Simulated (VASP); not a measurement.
# Rh (Fd-3m) in VASP: relaxation of cell and atoms with PBE

Aim: the relaxation of cell and atoms of Rh with PBE.

Everything below comes from runs of VASP 6.6.1. Logs are shortened: lines on timing, memory, paths and dates and some standing lists are left out, and cuts for length are marked.

### 1 The cell of the first run

Symmetry: Fd-3m, No. 227, cubic system. Conventional cell: a = 5.199 Å, b = 5.199 Å, c = 5.199 Å, α = 90.00°, β = 90.00°, γ = 90.00°. Rh (site symmetry -43m) has 4 Rh at 2.25 Å within 3.0 Å.

### 2 Relaxation of cell and atoms, PBE

Contents of INCAR:

```
SYSTEM = Rh
  PREC = Accurate
  ENCUT = 600
  EDIFF = 1E-6
  ISMEAR = -1
  SIGMA = 0.05
  LREAL = .False.
  LASPH = .True.
  NELM = 100
  ALGO = Normal
  ISIF = 3
  LWAVE = .False.
  LCHARG = .False.
  GGA = PE
  IBRION = 2
  NSW = 60
  EDIFFG = -0.005
```

Contents of KPOINTS:

```
Automatic mesh
0
Gamma
  13 13 13
  0 0 0
```

Contents of POSCAR:

```
Rh
1.0
    0.0000000000      2.5993341490      2.5993341490
    2.5993341490      0.0000000000      2.5993341490
    2.5993341490      2.5993341490      0.0000000000
Rh
2
Direct
   -0.1250000000     -0.1250000000     -0.1250000000
    0.1250000000      0.1250000000      0.1250000000
```

Potentials or basis: VASP PAW PBE potentials, release 64 (Rh_pv).

On the command line:

```bash
> cat potpaw_PBE.64/Rh_pv/POTCAR > POTCAR
> mpirun -np 1 vasp_std > vasp.out
```

OUTCAR:

```text
SYSTEM = Rh
   PREC = Accurate
   ENCUT = 600
   EDIFF = 1E-6
   ISMEAR = -1
   LREAL = .False.
   LASPH = .True.
   NELM = 100
   ISIF = 3
   GGA = PE
   IBRION = 2
   NSW = 60
   EDIFFG = -0.005

 ion  position               nearest neighbor table
   1  0.875  0.875  0.875-   2 2.25   2 2.25   2 2.25   2 2.25
   2  0.125  0.125  0.125-   1 2.25   1 2.25   1 2.25   1 2.25

  LATTYP: Found a face centered cubic cell.
 ALAT       =     5.1986682980

  Lattice vectors:

 A1 = (   0.0000000000,   2.5993341490,   2.5993341490)
 A2 = (   2.5993341490,   0.0000000000,   2.5993341490)
 A3 = (   2.5993341490,   2.5993341490,   0.0000000000)

Analysis of symmetry for initial positions (statically):
=====================================================================
 Subroutine PRICEL returns:
 Original cell was already a primitive cell.

 Routine SETGRP: Setting up the symmetry group for a
 face centered cubic supercell.

 Subroutine GETGRP returns: Found 48 space group operations
 (whereof 12 operations were pure point group operations)
 out of a pool of 48 trial point group operations.

The static configuration has the point symmetry D_3d.
 The point group associated with its full space group is O_h .

Analysis of symmetry for dynamics (positions and initial velocities):
=====================================================================
 Subroutine PRICEL returns:
 Original cell was already a primitive cell.

 Routine SETGRP: Setting up the symmetry group for a
 face centered cubic supercell.

 Subroutine GETGRP returns: Found 48 space group operations
 (whereof 12 operations were pure point group operations)
 out of a pool of 48 trial point group operations.

The dynamic configuration has the point symmetry D_3d.
 The point group associated with its full space group is O_h .

 Subroutine INISYM returns: Found 48 space group operations
 (whereof 12 operations are pure point group operations),
 and found     1 'primitive' translations

----------------------------------------------------------------------------------------

                                     Primitive cell

  volume of cell :      35.1250

  direct lattice vectors                    reciprocal lattice vectors
     0.000000000  2.599334149  2.599334149    -0.192356954  0.192356954  0.192356954
     2.599334149  0.000000000  2.599334149     0.192356954 -0.192356954  0.192356954
     2.599334149  2.599334149  0.000000000     0.192356954  0.192356954 -0.192356954

  length of vectors
     3.676013607  3.676013607  3.676013607     0.333172018  0.333172018  0.333172018

  position of ions in fractional coordinates (direct lattice)
     0.875000000  0.875000000  0.875000000
     0.125000000  0.125000000  0.125000000

  ion indices of the primitive-cell ions
   primitive index   ion index
                 1           1
                 2           2

----------------------------------------------------------------------------------------

 KPOINTS: Automatic mesh

Automatic generation of k-mesh.
 Grid dimensions read from file:
 generate k-points for:   13   13   13

 Generating k-lattice:

  Cartesian coordinates                     Fractional coordinates (reciprocal lattice)
    -0.014796689  0.014796689  0.014796689     0.076923077  0.000000000  0.000000000
     0.014796689 -0.014796689  0.014796689     0.000000000  0.076923077  0.000000000
     0.014796689  0.014796689 -0.014796689     0.000000000  0.000000000  0.076923077

  Length of vectors
     0.025628617  0.025628617  0.025628617

  Shift w.r.t. Gamma in fractional coordinates (k-lattice)
     0.000000000  0.000000000  0.000000000

 Subroutine IBZKPT returns following result:
 ===========================================

 Found     84 irreducible k-points:

 Following reciprocal coordinates:
            Coordinates               Weight
  0.000000  0.000000  0.000000      1.000000
  0.076923  0.000000  0.000000      8.000000
  0.153846  0.000000  0.000000      8.000000
  0.230769  0.000000  0.000000      8.000000
  0.307692  0.000000  0.000000      8.000000
  0.384615  0.000000  0.000000      8.000000
[... 16 lines left out ...]
  0.384615  0.153846  0.000000     24.000000
  0.461538  0.153846  0.000000     24.000000
 [... further k-points ...]
   k-points           NKPTS =     84   k-points in BZ     NKDIM =     84   number of bands    NBANDS=     19
   number of dos      NEDOS =    301   number of ions     NIONS =      2
   total plane-waves  NPLWV =  27000
   dimension x,y,z NGX =    30 NGY =   30 NGZ =   30
   dimension x,y,z NGXF=    60 NGYF=   60 NGZF=   60
   ions per type =               2
   NGX,Y,Z   is equivalent  to a cutoff of  13.57, 13.57, 13.57 a.u.
   NGXF,Y,Z  is equivalent  to a cutoff of  27.13, 27.13, 27.13 a.u.
 SYSTEM =  Rh
   PREC   = accura    normal or accurate (medium, high low for compatibility)
   ISTART =      0    job   : 0-new  1-cont  2-samecut
   ICHARG =      2    charge: 1-file 2-atom 10-const
   ISPIN  =      1    spin polarized calculation?
   LNONCOLLINEAR =      F non collinear calculations
   LSORBIT =      F    spin-orbit coupling
   LASPH  =      T    aspherical Exc in radial PAW
   ENCUT  =  600.0 eV  44.10 Ry    6.64 a.u.   7.34  7.34  7.34*2*pi/ulx,y,z
   NELM   =    100;   NELMIN=  2; NELMDL= -5     # of ELM steps
   EDIFF  = 0.1E-05   stopping-criterion for ELM
   LREAL  =      F    real-space projection
   EDIFFG = -.5E-02   stopping-criterion for IOM
   NSW    =     60    number of steps for IOM
   IBRION =      2    ionic relax: 0-MD 1-quasi-New 2-CG
   NFREE  =      1    steps in history (QN), initial steepest desc. (CG)
   ISIF   =      3    stress and relaxation
   ISYM   =      2    0-nonsym 1-usesym 2-fastsym
   POTIM  = 0.5000    time-step for ionic-motion
   TEBEG  =    0.0;   TEEND  =   0.0 temperature during run
   PSTRESS=    0.0 pullay stress
   NELECT =      30.0000    total number of electrons
   NUPDOWN=      -1.0000    fix difference up-down
   EMIN   =  10.00;   EMAX   =-10.00  energy-range for DOS
   EFERMI =   0.00;   METHOD = LEGACY
   ISMEAR =    -1;   SIGMA  =   0.05  broadening in eV -4-tet -1-fermi 0-gaus
   EFERMI_NEDOS =   21; number of points for ismear=-14 and -15
   IALGO  =     38    algorithm
   IMIX   =      4    mixing-type and parameters
     AMIX     =   0.40;   BMIX     =  1.00
     AMIX_MAG =   1.60;   BMIX_MAG =  1.00
  volume/ion in A,a.u.               =      17.56       118.52
  Fermi-wavevector in a.u.,A,eV,Ry     =   1.553256  2.935229 32.825488  2.412605
  Thomas-Fermi vector in A             =   2.657513
   LORBIT       =      0    0 simple, 1 ext, 2 COOP (PROOUT), +10 PAW based schemes
   GGA     = PE    functional components
   LHFCALC =     F    Hartree Fock is set to
   AEXX    =    0.0000 exact exchange contribution
   IVDW    =     0    specifies the selected vdW correction
   LEPSILON=     F    determine dielectric tensor
   LRPA    =     F    only Hartree local field effects (RPA)
 conjugate gradient relaxation of ions
 non-spin polarized calculation
  energy-cutoff  :      600.00
  volume of cell :       35.12
 maximum number of plane-waves:      1211
 NGX is ok and might be reduce to    30
   NGX = 15   NGY = 15   NGZ = 15

--------------------------------------- Ionic step        1  -------------------------------------------

 number of electron      29.9999995 magnetization

 Free energy of the ion-electron system (eV)
  ---------------------------------------------------
  ext. energy  EPLUGINS =         0.00000000
  ---------------------------------------------------
  free energy    TOTEN  =       -11.67269527 eV

  energy without entropy =      -11.65025430  energy(sigma->0) =      -11.66147479

------------------------ aborting loop because EDIFF is reached ----------------------------------------

  FORCE on cell =-STRESS in cart. coord.  units (eV):
  Direction    XX          YY          ZZ          XY          YZ          ZX
  --------------------------------------------------------------------------------------
  -------------------------------------------------------------------------------------
  Total        7.8348229      7.8348229      7.8348229      0.0000000      0.0000000     -0.0000000
  in kB      357.3743972    357.3743972    357.3743972      0.0000000      0.0000000     -0.0000000
  external PRESSURE =     357.3743972 kB  Pullay stress =       0.0000000 kB

 VOLUME and BASIS-vectors are now :
 -----------------------------------------------------------------------------
  energy-cutoff  :      600.00
  volume of cell :       35.12
      direct lattice vectors                 reciprocal lattice vectors
     0.000000000  2.599334149  2.599334149    -0.192356954  0.192356954  0.192356954
     2.599334149  0.000000000  2.599334149     0.192356954 -0.192356954  0.192356954
     2.599334149  2.599334149  0.000000000     0.192356954  0.192356954 -0.192356954

 POSITION                                       TOTAL-FORCE (eV/Angst)
 -----------------------------------------------------------------------------------
      4.54883      4.54883      4.54883         0.000000      0.000000      0.000000
      0.64983      0.64983      0.64983        -0.000000     -0.000000     -0.000000
 -----------------------------------------------------------------------------------
    total drift:                               -0.000000      0.000000      0.000000

  FREE ENERGIE OF THE ION-ELECTRON SYSTEM (eV)
  ---------------------------------------------------
  free  energy   TOTEN  =       -11.6726952724 eV

  energy  without entropy=      -11.6502543006  energy(sigma->0) =      -11.66147479

--------------------------------------- Ionic step        2  -------------------------------------------

 number of electron      30.0000017 magnetization

 E-fermi :   2.8162     XC(G=0):  -9.2806

 val. band max:        2.8115446073   @ k =   0.4615   0.2308   0.0000
 cond. band min:       2.8170846400   @ k =   0.2308   0.0769   0.0000
 fundamental gap:      0.0055400327
 Fermi energy:         2.8162496328

 k-point     1 :       0.0000    0.0000    0.0000
  band No.  band energies     occupation
      1     -43.2450      2.00000
      2     -43.2450      2.00000
      3     -43.2450      2.00000
      4     -43.0345      2.00000
      5     -43.0345      2.00000
      6     -43.0345      2.00000
[... 11 lines left out ...]
     18      12.9709      0.00000
     19      12.9710      0.00000
[... 600 lines left out ...]
 POSITION                                       TOTAL-FORCE (eV/Angst)
 -----------------------------------------------------------------------------------
      4.83358      4.83358      4.83358         0.000000      0.000000      0.000000
      0.69051      0.69051      0.69051        -0.000000     -0.000000     -0.000000
 -----------------------------------------------------------------------------------
    total drift:                               -0.000000      0.000000      0.000000

  FREE ENERGIE OF THE ION-ELECTRON SYSTEM (eV)
  ---------------------------------------------------
  free  energy   TOTEN  =       -12.3056720956 eV

  energy  without entropy=      -12.2770895949  energy(sigma->0) =      -12.29138085

--------------------------------------- Ionic step        5  -------------------------------------------

 number of electron      30.0000011 magnetization

 Free energy of the ion-electron system (eV)
  ---------------------------------------------------
  ext. energy  EPLUGINS =         0.00000000
  ---------------------------------------------------
  free energy    TOTEN  =       -12.30617362 eV

  energy without entropy =      -12.27783343  energy(sigma->0) =      -12.29200353

 E-fermi :   6.3462     XC(G=0): -11.1090

 val. band max:        6.3409511618   @ k =   0.4615   0.0769   0.0000
 cond. band min:       6.3474315649   @ k =  -0.2308   0.3077   0.0769
 fundamental gap:      0.0064804031
 Fermi energy:         6.3462304534

 k-point     1 :       0.0000    0.0000    0.0000
  band No.  band energies     occupation
      1     -40.7563      2.00000
      2     -40.7563      2.00000
      3     -40.7563      2.00000
      4     -40.1489      2.00000
      5     -40.1489      2.00000
      6     -40.1489      2.00000
[... 11 lines left out ...]
     18      18.9818      0.00000
     19      19.0363      0.00000
[... 528 lines left out ...]
 POSITION                                       TOTAL-FORCE (eV/Angst)
 -----------------------------------------------------------------------------------
      4.82499      4.82499      4.82499         0.000000     -0.000000      0.000000
      0.68928      0.68928      0.68928        -0.000000      0.000000     -0.000000
 -----------------------------------------------------------------------------------
    total drift:                               -0.000000      0.000000      0.000000

  FREE ENERGIE OF THE ION-ELECTRON SYSTEM (eV)
  ---------------------------------------------------
  free  energy   TOTEN  =       -12.3061736208 eV

  energy  without entropy=      -12.2778334332  energy(sigma->0) =      -12.29200353

 reached required accuracy - stopping structural energy minimisation
```

Run time: 4.8 min. Hardware: 1 thread of Intel Xeon Platinum 8375C at 2.90GHz (Ice Lake), shared host; peak memory 0.21 GiB.

Results:

- Free energy: -12.3062 eV
- Relaxed volume: 20.96 Å³/atom
- Relaxed cell: a = 3.899 Å, b = 3.899 Å, c = 3.899 Å, α = 60.00°, β = 60.00°, γ = 60.00°
- Space group after relaxing (to 0.05 Å): Fd-3m (No. 227)
- Energy gained by relaxing: 316.7 meV/atom
- Ionic steps: 5
- Pressure after relaxing: 0.0 GPa
- Band gap on the k mesh: zero (band 15 reaches 6.95 eV, above the bottom of band 16 at 5.82 eV)

Step by step:
```
step  energy change (eV)  largest force (eV/Å)  pressure (GPa)  volume (Å³)
   1              0.0000                0.0000           35.74        35.13
   2              0.7475                0.0000          -18.11        59.04
   3             -0.6266                0.0000           -2.48        42.78
   4             -0.6330                0.0000           -0.67        42.14
   5             -0.6335                0.0000            0.02        41.92
```

Final structure:
```
CELL_PARAMETERS angstrom
0.00000 2.75713 2.75713
2.75713 0.00000 2.75713
2.75713 2.75713 0.00000
ATOMIC_POSITIONS crystal
Rh 0.87500 0.87500 0.87500
Rh 0.12500 0.12500 0.12500
```

Caveat: the volume moved by over 15 % at a fixed basis, so the end points are rough.
